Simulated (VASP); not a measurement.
# PbO2 (P4_2/mnm) in VASP: notebook

PbO2 is run at these levels: PBEsol; tasks: single point.

Program: VASP 6.6.1. These are calculated values, not measurements. Logs are shortened: lines on timing, memory, paths and dates and some standing lists are left out, and cuts for length are marked.

### 1 The cell of the first run

The structure is tetragonal, space group P4_2/mnm (No. 136). The conventional cell has a = 5.072 Å, b = 5.072 Å, c = 3.369 Å, α = 90.00°, β = 90.00°, γ = 90.00°. Within 2.9 Å of Pb (site symmetry mmm) lie 6 O at 2.18 to 2.21 Å. O (site symmetry m2m) has 3 Pb at 2.18 to 2.21 Å and 1 O at 2.76 Å within 2.9 Å.

### 2 Single point, PBEsol (biaxial strain in the a-b plane: +1.5 %, then relaxed in part)

Contents of INCAR:

```
SYSTEM = PbO2
  PREC = Accurate
  ENCUT = 520
  EDIFF = 1E-6
  ISMEAR = 0
  SIGMA = 0.1
  LREAL = .False.
  LASPH = .True.
  NELM = 60
  ALGO = Normal
  ISIF = 2
  LWAVE = .False.
  LCHARG = .False.
  GGA = PS
  NBANDS = 35
```

Contents of KPOINTS:

```
regular mesh
0
Gamma
  8 8 10
  0 0 0
```

Contents of POSCAR:

```
PbO2
1.0
    5.0722196109      0.0000000000      0.0000000000
    0.0000000000      5.0722196109      0.0000000000
    0.0000000000      0.0000000000      3.3691839576
Pb O
2 4
Direct
    0.0000000000      0.0000000000      0.0000000000
    0.5000000000      0.5000000000      0.5000000000
    0.3078250701      0.3078250701      0.0000000000
    0.1921749299      0.8078250701      0.5000000000
    0.6921749299      0.6921749299      0.0000000000
    0.8078250701      0.1921749299      0.5000000000
```

Potentials or basis: VASP PAW PBE potentials, release 64 (Pb_d, O).

The run is started by

```
> cat potpaw_PBE.64/Pb_d/POTCAR potpaw_PBE.64/O/POTCAR > POTCAR
> mpirun -np 1 vasp_std > vasp.out
```

OUTCAR:

```text
SYSTEM = PbO2
   PREC = Accurate
   ENCUT = 520
   EDIFF = 1E-6
   ISMEAR = 0
   LREAL = .False.
   LASPH = .True.
   NELM = 60
   ISIF = 2
   GGA = PS

 ion  position               nearest neighbor table
   1  0.000  0.000  0.000-   4 2.18   6 2.18   4 2.18   6 2.18   5 2.21   3 2.21   2 3.96   2 3.96
                             2 3.96   2 3.96   2 3.96   2 3.96   2 3.96   2 3.96
   2  0.500  0.500  0.500-   3 2.18   5 2.18   3 2.18   5 2.18   4 2.21   6 2.21   1 3.96   1 3.96
                             1 3.96   1 3.96   1 3.96   1 3.96   1 3.96   1 3.96
   3  0.308  0.308  0.000-   2 2.18   2 2.18   1 2.21
   4  0.192  0.808  0.500-   1 2.18   1 2.18   2 2.21
   5  0.692  0.692  0.000-   2 2.18   2 2.18   1 2.21
   6  0.808  0.192  0.500-   1 2.18   1 2.18   2 2.21

  LATTYP: Found a simple tetragonal cell.
 ALAT       =     5.0722196109
 C/A-ratio  =     0.6642425242

  Lattice vectors:

 A1 = (   5.0722196109,   0.0000000000,   0.0000000000)
 A2 = (   0.0000000000,   5.0722196109,   0.0000000000)
 A3 = (   0.0000000000,   0.0000000000,   3.3691839576)

Analysis of symmetry for initial positions (statically):
=====================================================================
 Subroutine PRICEL returns:
 Original cell was already a primitive cell.

 Routine SETGRP: Setting up the symmetry group for a
 simple tetragonal supercell.

 Subroutine GETGRP returns: Found 16 space group operations
 (whereof  8 operations were pure point group operations)
 out of a pool of 16 trial point group operations.

The static configuration has the point symmetry D_2h.
 The point group associated with its full space group is D_4h.

Analysis of symmetry for dynamics (positions and initial velocities):
=====================================================================
 Subroutine PRICEL returns:
 Original cell was already a primitive cell.

 Routine SETGRP: Setting up the symmetry group for a
 simple tetragonal supercell.

 Subroutine GETGRP returns: Found 16 space group operations
 (whereof  8 operations were pure point group operations)
 out of a pool of 16 trial point group operations.

The dynamic configuration has the point symmetry D_2h.
 The point group associated with its full space group is D_4h.

 Subroutine INISYM returns: Found 16 space group operations
 (whereof  8 operations are pure point group operations),
 and found     1 'primitive' translations

----------------------------------------------------------------------------------------

                                     Primitive cell

  volume of cell :      86.6804

  direct lattice vectors                    reciprocal lattice vectors
     5.072219611  0.000000000  0.000000000     0.197152347  0.000000000  0.000000000
     0.000000000  5.072219611  0.000000000     0.000000000  0.197152347  0.000000000
     0.000000000  0.000000000  3.369183958     0.000000000  0.000000000  0.296807777

  length of vectors
     5.072219611  5.072219611  3.369183958     0.197152347  0.197152347  0.296807777

  position of ions in fractional coordinates (direct lattice)
     0.000000000  0.000000000  0.000000000
     0.500000000  0.500000000  0.500000000
     0.307825070  0.307825070  0.000000000
     0.192174930  0.807825070  0.500000000
     0.692174930  0.692174930  0.000000000
     0.807825070  0.192174930  0.500000000

  ion indices of the primitive-cell ions
   primitive index   ion index
                 1           1
                 2           2
                 3           3
                 4           4
                 5           5
                 6           6

----------------------------------------------------------------------------------------

 KPOINTS: regular mesh

Automatic generation of k-mesh.
 Grid dimensions read from file:
 generate k-points for:    8    8   10

 Generating k-lattice:

  Cartesian coordinates                     Fractional coordinates (reciprocal lattice)
     0.024644043  0.000000000  0.000000000     0.125000000  0.000000000  0.000000000
     0.000000000  0.024644043  0.000000000     0.000000000  0.125000000  0.000000000
     0.000000000  0.000000000  0.029680778     0.000000000  0.000000000  0.100000000

  Length of vectors
     0.024644043  0.024644043  0.029680778

  Shift w.r.t. Gamma in fractional coordinates (k-lattice)
     0.000000000  0.000000000  0.000000000

 Subroutine IBZKPT returns following result:
 ===========================================

 Found     90 irreducible k-points:

 Following reciprocal coordinates:
            Coordinates               Weight
  0.000000  0.000000  0.000000      1.000000
  0.125000  0.000000  0.000000      4.000000
  0.250000  0.000000  0.000000      4.000000
  0.375000  0.000000  0.000000      4.000000
  0.500000  0.000000  0.000000      2.000000
  0.125000  0.125000  0.000000      4.000000
[... 16 lines left out ...]
  0.375000  0.125000  0.100000     16.000000
  0.500000  0.125000  0.100000      8.000000
 [... further k-points ...]
   k-points           NKPTS =     90   k-points in BZ     NKDIM =     90   number of bands    NBANDS=     35
   number of dos      NEDOS =    301   number of ions     NIONS =      6
   total plane-waves  NPLWV =  44800
   dimension x,y,z NGX =    40 NGY =   40 NGZ =   28
   dimension x,y,z NGXF=    80 NGYF=   80 NGZF=   56
   ions per type =               2   4
   NGX,Y,Z   is equivalent  to a cutoff of  13.11, 13.11, 13.82 a.u.
   NGXF,Y,Z  is equivalent  to a cutoff of  26.22, 26.22, 27.63 a.u.
 SYSTEM =  PbO2
   PREC   = accura    normal or accurate (medium, high low for compatibility)
   ISTART =      0    job   : 0-new  1-cont  2-samecut
   ICHARG =      2    charge: 1-file 2-atom 10-const
   ISPIN  =      1    spin polarized calculation?
   LNONCOLLINEAR =      F non collinear calculations
   LSORBIT =      F    spin-orbit coupling
   LASPH  =      T    aspherical Exc in radial PAW
   ENCUT  =  520.0 eV  38.22 Ry    6.18 a.u.   9.43  9.43  6.26*2*pi/ulx,y,z
   NELM   =     60;   NELMIN=  2; NELMDL= -5     # of ELM steps
   EDIFF  = 0.1E-05   stopping-criterion for ELM
   LREAL  =      F    real-space projection
[... 7 lines left out ...]
   TEBEG  =    0.0;   TEEND  =   0.0 temperature during run
   PSTRESS=    0.0 pullay stress
   NELECT =      52.0000    total number of electrons
   NUPDOWN=      -1.0000    fix difference up-down
   EMIN   =  10.00;   EMAX   =-10.00  energy-range for DOS
   EFERMI =   0.00;   METHOD = LEGACY
   ISMEAR =     0;   SIGMA  =   0.10  broadening in eV -4-tet -1-fermi 0-gaus
   EFERMI_NEDOS =   21; number of points for ismear=-14 and -15
   IALGO  =     38    algorithm
   IMIX   =      4    mixing-type and parameters
     AMIX     =   0.40;   BMIX     =  1.00
     AMIX_MAG =   1.60;   BMIX_MAG =  1.00
  volume/ion in A,a.u.               =      14.45        97.49
  Fermi-wavevector in a.u.,A,eV,Ry     =   1.380710  2.609163 25.937588  1.906359
  Thomas-Fermi vector in A             =   2.505561
   LORBIT       =      0    0 simple, 1 ext, 2 COOP (PROOUT), +10 PAW based schemes
   GGA     = PS    functional components
   LHFCALC =     F    Hartree Fock is set to
   AEXX    =    0.0000 exact exchange contribution
   IVDW    =     0    specifies the selected vdW correction
   LEPSILON=     F    determine dielectric tensor
   LRPA    =     F    only Hartree local field effects (RPA)
 non-spin polarized calculation
 Gauss-broadening in eV      SIGMA  =   0.10
  energy-cutoff  :      520.00
  volume of cell :       86.68
 maximum number of plane-waves:      2356
 NGX is ok and might be reduce to    40
   NGX = 19   NGY = 19   NGZ = 13

 number of electron      52.0000005 magnetization

 Free energy of the ion-electron system (eV)
  ---------------------------------------------------
  ext. energy  EPLUGINS =         0.00000000
  ---------------------------------------------------
  free energy    TOTEN  =       -34.05270672 eV

  energy without entropy =      -34.05036322  energy(sigma->0) =      -34.05153497

 E-fermi :   3.8934     XC(G=0): -10.7626

 val. band max:        3.8932152307   @ k =   0.1250   0.0000   0.0000
 cond. band min:       3.9336739180   @ k =   0.1250   0.1250   0.0000
 fundamental gap:      0.0404586873
 Fermi energy:         3.8934017354

 k-point     1 :       0.0000    0.0000    0.0000
  band No.  band energies     occupation
      1     -14.2938      2.00000
      2     -14.1922      2.00000
      3     -12.5602      2.00000
      4     -12.5602      2.00000
      5     -11.6305      2.00000
      6     -11.4600      2.00000
[... 27 lines left out ...]
     34      14.4017      0.00000
     35      15.3433      0.00000

 k-point     2 :       0.1250    0.0000    0.0000
  band No.  band energies     occupation
      1     -14.2578      2.00000
      2     -14.1696      2.00000
      3     -12.7025      2.00000
      4     -12.6409      2.00000
      5     -11.4777      2.00000
      6     -11.4366      2.00000
[... 27 lines left out ...]
     34      14.6224      0.00000
     35      15.3494      0.00000

 k-point     3 :       0.2500    0.0000    0.0000
  band No.  band energies     occupation
      1     -14.1590      2.00000
      2     -14.1058      2.00000
      3     -12.9587      2.00000
      4     -12.8399      2.00000
      5     -11.4183      2.00000
      6     -11.4180      2.00000
[... 27 lines left out ...]
     34      15.1426      0.00000
     35      15.3946      0.00000

 k-point     4 :       0.3750    0.0000    0.0000
  band No.  band energies     occupation
      1     -14.0341      2.00000
      2     -14.0201      2.00000
      3     -13.1656      2.00000
      4     -13.0690      2.00000
      5     -11.4139      2.00000
      6     -11.4136      2.00000
[... 27 lines left out ...]
     34      15.5129      0.00000
     35      15.5880      0.00000

 k-point     5 :       0.5000    0.0000    0.0000
  band No.  band energies     occupation
      1     -13.9706      2.00000
      2     -13.9706      2.00000
      3     -13.2148      2.00000
      4     -13.2148      2.00000
      5     -11.4119      2.00000
      6     -11.4119      2.00000
[... 638 lines left out ...]
 k-point    22 :       0.2500    0.1250    0.1000
  band No.  band energies     occupation
      1     -14.1321      2.00000
      2     -13.9578      2.00000
      3     -13.2432      2.00000
      4     -12.8890      2.00000
      5     -11.4594      2.00000
      6     -11.3882      2.00000
[... 27 lines left out ...]
     34      15.1862      0.00000
     35      15.4095      0.00000

 k-point    23 :       0.3750    0.1250    0.1000
  band No.  band energies     occupation
      1     -14.0478      2.00000
      2     -13.8887      2.00000
      3     -13.3408      2.00000
      4     -13.0610      2.00000
      5     -11.4125      2.00000
      6     -11.3692      2.00000
[... 27 lines left out ...]
     34      15.4380      0.00000
     35      15.5096      0.00000

 k-point    24 :       0.5000    0.1250    0.1000
  band No.  band energies     occupation
      1     -13.9420      2.00000
      2     -13.9420      2.00000
      3     -13.2502      2.00000
      4     -13.2502      2.00000
      5     -11.3806      2.00000
      6     -11.3806      2.00000
[... 27 lines left out ...]
     34      15.2529      0.00000
     35      15.6655      0.00000

 [... further k-points ...]

------------------------ aborting loop because EDIFF is reached ----------------------------------------

  FORCE on cell =-STRESS in cart. coord.  units (eV):
  Direction    XX          YY          ZZ          XY          YZ          ZX
  --------------------------------------------------------------------------------------
  -------------------------------------------------------------------------------------
  Total       -1.0686709     -1.0686709      0.1975539      0.0000000      0.0000000      0.0000000
  in kB      -19.7530301    -19.7530301      3.6515339      0.0000000      0.0000000      0.0000000
  external PRESSURE =     -11.9515088 kB  Pullay stress =       0.0000000 kB

 VOLUME and BASIS-vectors are now :
 -----------------------------------------------------------------------------
  energy-cutoff  :      520.00
  volume of cell :       86.68
      direct lattice vectors                 reciprocal lattice vectors
     5.072219611  0.000000000  0.000000000     0.197152347  0.000000000  0.000000000
     0.000000000  5.072219611  0.000000000     0.000000000  0.197152347  0.000000000
     0.000000000  0.000000000  3.369183958     0.000000000  0.000000000  0.296807777

 POSITION                                       TOTAL-FORCE (eV/Angst)
 -----------------------------------------------------------------------------------
      0.00000      0.00000      0.00000        -0.000000      0.000000      0.000000
      2.53611      2.53611      1.68459        -0.000000      0.000000      0.000000
      1.56136      1.56136      0.00000        -0.010439     -0.010439      0.000000
      0.97475      4.09747      1.68459         0.010439     -0.010439      0.000000
      3.51086      3.51086      0.00000         0.010439      0.010439      0.000000
      4.09747      0.97475      1.68459        -0.010439      0.010439      0.000000
 -----------------------------------------------------------------------------------
    total drift:                                0.000000      0.000000      0.000000

  FREE ENERGIE OF THE ION-ELECTRON SYSTEM (eV)
  ---------------------------------------------------
  free  energy   TOTEN  =       -34.0527067176 eV

  energy  without entropy=      -34.0503632193  energy(sigma->0) =      -34.05153497
```

It took 2.3 min on 1 thread of Intel Xeon Platinum 8488C (Sapphire Rapids), shared host; peak memory 0.34 GiB.

Results:

```yaml
Free_energy: -34.0527 eV
Pressure: -1.2 GPa
Largest_force: 0.015 eV/Å
Band_gap_on_the_k_mesh: 0.02 eV
```

Forces in eV/Å, atoms in the order of the input:
```
Pb   0.000  0.000  0.000
Pb   0.000  0.000  0.000
O   -0.010 -0.010  0.000
O    0.010 -0.010  0.000
O    0.010  0.010  0.000
O   -0.010  0.010  0.000
```

Caveat: the cell differs from its parent crystal (biaxial strain in the a-b plane: +1.5 %, then relaxed in part); the PAW data sets were made with another functional, which shifts forces and pressure a little; spin-orbit coupling is left out, which moves the levels of the heavy elements. A k mesh can miss the band edges.

### 3 Single point, PBEsol (biaxial strain in the a-b plane: +1.5 %)

Contents of INCAR:

```
SYSTEM = PbO2
ALGO = Normal
EDIFF = 1E-6
ENCUT = 520
GGA = PS
ISIF = 2
ISMEAR = 0
LASPH = .TRUE.
LCHARG = .FALSE.
LREAL = .FALSE.
LWAVE = .FALSE.
NBANDS = 35
NELM = 60
PREC = Accurate
SIGMA = 0.1
```

Contents of KPOINTS:

```
k-points
0
G
  8 8 10
  0 0 0
```

Contents of POSCAR:

```
PbO2
1.0
    5.0722196109      0.0000000000      0.0000000000
    0.0000000000      5.0722196109      0.0000000000
    0.0000000000      0.0000000000      3.3808529254
Pb O
2 4
Direct
    0.0000000000      0.0000000000      0.0000000000
    0.5000000000      0.5000000000      0.5000000000
    0.3076225152      0.3076225152      0.0000000000
    0.1923774848      0.8076225152      0.5000000000
    0.6923774848      0.6923774848      0.0000000000
    0.8076225152      0.1923774848      0.5000000000
```

Potentials or basis: VASP PAW PBE potentials, release 64 (Pb_d, O).

The run is started by

```
> cat potpaw_PBE.64/Pb_d/POTCAR potpaw_PBE.64/O/POTCAR > POTCAR
> mpirun -np 1 vasp_std > vasp.out
```

Wall time 2.6 min (1 thread of Intel Xeon Platinum 8488C (Sapphire Rapids), shared host); peak memory 0.34 GiB.

It converged, with:

```
Free energy            : -34.0529 eV
Pressure               : -1.8 GPa
Largest force          : 0.020 eV/Å
Band gap on the k mesh : 0.05 eV (least direct gap 0.06 eV)
```

Forces in eV/Å, atoms in the order of the input:
```
Pb   0.000  0.000  0.000
Pb   0.000  0.000  0.000
O    0.014  0.014  0.000
O   -0.014  0.014  0.000
O   -0.014 -0.014  0.000
O    0.014 -0.014  0.000
```

Stress tensor (GPa, compression positive):
```
-2.38  0.00  0.00
 0.00 -2.38  0.00
 0.00  0.00 -0.62
```

Levels at points of the mesh, in eV from the valence-band top:
```
           k point  band 22  band 23  band 24  band 25  band 26  band 27  band 28  band 29  band 30  band 31
(0.00, 0.00, 0.00)    -0.60    -0.58    -0.58    -0.58    -0.58     0.11     4.12     5.78     5.78     9.38
(0.50, 0.00, 0.00)    -1.31    -0.61    -0.61    -0.37    -0.37     2.21     2.21     6.40     6.40     9.36
(0.50, 0.50, 0.00)    -1.51    -0.63    -0.63    -0.48    -0.48     2.66     2.66     6.60     6.60     9.70
(0.00, 0.00, 0.50)    -1.98    -1.06    -1.06    -0.74    -0.74     3.55     3.55     8.55     8.55     9.64
(0.50, 0.00, 0.50)    -1.03    -0.75    -0.75    -0.26    -0.26     3.82     3.82     6.96     6.96     9.85
(0.50, 0.50, 0.50)    -1.94    -0.65    -0.65    -0.51    -0.51     2.64     2.64     8.07     8.07     9.44
```

Caveat: the cell differs from its parent crystal (biaxial strain in the a-b plane: +1.5 %); the PAW data sets were made with another functional, which shifts forces and pressure a little; spin-orbit coupling is left out, which moves the levels of the heavy elements. A k mesh can miss the band edges.

### 4 Single point, PBEsol (biaxial strain in the a-b plane: +3.0 %, then relaxed in part)

Contents of INCAR:

```
SYSTEM = PbO2
PREC = Accurate ; ENCUT = 520
EDIFF = 1E-7 ; ISMEAR = 0
SIGMA = 0.1 ; LREAL = .False.
LASPH = .True. ; NELM = 60
ALGO = Normal ; ISIF = 2
LWAVE = .False. ; LCHARG = .False.
GGA = PS ; NBANDS = 35
```

Contents of KPOINTS:

```
Automatic mesh
0
Gamma
  8 8 10
  0 0 0
```

Contents of POSCAR:

```
PbO2
1.0
    5.1471785214      0.0000000000      0.0000000000
    0.0000000000      5.1471785214      0.0000000000
    0.0000000000      0.0000000000      3.3327647504
Pb O
2 4
Direct
    0.0000000000      0.0000000000      0.0000000000
    0.5000000000      0.5000000000      0.5000000000
    0.3083599168      0.3083599168      0.0000000000
    0.1916400832      0.8083599168      0.5000000000
    0.6916400832      0.6916400832      0.0000000000
    0.8083599168      0.1916400832      0.5000000000
```

The run is started by

```
> cat potpaw_PBE.64/Pb_d/POTCAR potpaw_PBE.64/O/POTCAR > POTCAR
> mpirun -np 1 vasp_std > vasp.out
```

Run time: 2.8 min. Hardware: 1 thread of Intel Xeon Platinum 8488C (Sapphire Rapids), shared host; peak memory 0.34 GiB.

It converged, with:

| Item | Value |
| --- | --- |
| Free energy | -34.0046 eV |
| Pressure | -2.5 GPa |
| Largest force | 0.020 eV/Å |
| Band gap on the k mesh | 0.01 eV (least direct gap 0.04 eV) |

Forces on the atoms (eV/Å):
```
Pb   0.000  0.000  0.000
Pb   0.000  0.000  0.000
O   -0.014 -0.014  0.000
O    0.014 -0.014  0.000
O    0.014  0.014  0.000
O   -0.014  0.014  0.000
```

Stress tensor (GPa, compression positive):
```
-3.99  0.00  0.00
 0.00 -3.99  0.00
 0.00  0.00  0.38
```

Levels at points of the mesh, in eV from the valence-band top:
```csv
k point,band 23,band 24,band 25,band 26,band 27,band 28,band 29,band 30
"(0.00, 0.00, 0.00)",-0.65,-0.59,-0.59,-0.54,0.06,4.07,5.81,5.81
"(0.50, 0.00, 0.00)",-0.61,-0.61,-0.45,-0.45,2.05,2.05,6.44,6.44
"(0.50, 0.50, 0.00)",-0.63,-0.63,-0.56,-0.56,2.56,2.56,6.57,6.57
"(0.00, 0.00, 0.50)",-1.08,-1.08,-0.78,-0.78,3.42,3.42,8.33,8.33
"(0.50, 0.00, 0.50)",-0.79,-0.79,-0.37,-0.37,3.66,3.66,6.70,6.70
"(0.50, 0.50, 0.50)",-0.70,-0.70,-0.58,-0.58,2.55,2.55,7.91,7.91
```

Caveat: the cell differs from its parent crystal (biaxial strain in the a-b plane: +3.0 %, then relaxed in part); the PAW data sets were made with another functional, which shifts forces and pressure a little; spin-orbit coupling is left out, which moves the levels of the heavy elements.

(Continued in part 2 of 2.)

The gap in the log of VASP goes by the Fermi energy; the results here count the filled bands.